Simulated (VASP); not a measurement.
Wanted: the native input for a VASP 6.6.1 run.

| Item | Value |
| --- | --- |
| Task | single point |
| Functional | PBE |
| Potentials or basis | VASP PAW PBE potentials, release 64 (Cd, F) |
| Cutoff | 600 eV |
| k mesh | 6 × 6 × 6 |
| Occupations | gaussian, width 0.1 eV |
| Spin | no spin polarisation |
| Dipole correction | no |
| Further INCAR settings | ALGO = Normal; EDIFF = 1e-06; NBANDS = 20 |

The structure of CdF2 lies in POSCAR:

```
CdF2
1.0
    0.0000000000      2.7005190000      2.7005190000
    2.7005190000      0.0000000000      2.7005190000
    2.7005190000      2.7005190000      0.0000000000
Cd F
1 2
Direct
    0.0000000000      0.0000000000      0.0000000000
    0.2500000000      0.2500000000      0.2500000000
    0.7500000000      0.7500000000      0.7500000000
```

One way to write it, as run:

INCAR

```
PREC = Accurate
ENCUT = 600
EDIFF = 1E-6
ISMEAR = 0
SIGMA = 0.1
LREAL = F
LASPH = T
NELM = 120
ALGO = Normal
ISIF = 2
LWAVE = F
LCHARG = F
GGA = PE
NBANDS = 20
GGA_COMPAT = F
```

KPOINTS

```
Automatic mesh
0
Gamma
  6 6 6
```

Potentials or basis: VASP PAW PBE potentials, release 64 (Cd, F).

Launch:

```console
$ cat potpaw_PBE.64/Cd/POTCAR potpaw_PBE.64/F/POTCAR > POTCAR
$ mpirun -np 1 vasp_std > vasp.out
```

It gave:

- Pressure: 5.1 GPa
- Band gap on the k mesh: 3.06 eV, indirect (least direct gap 3.55 eV)

It took 23 s on 1 thread of Intel Xeon 8259CL, on a shared host, peak memory 0.18 GiB.
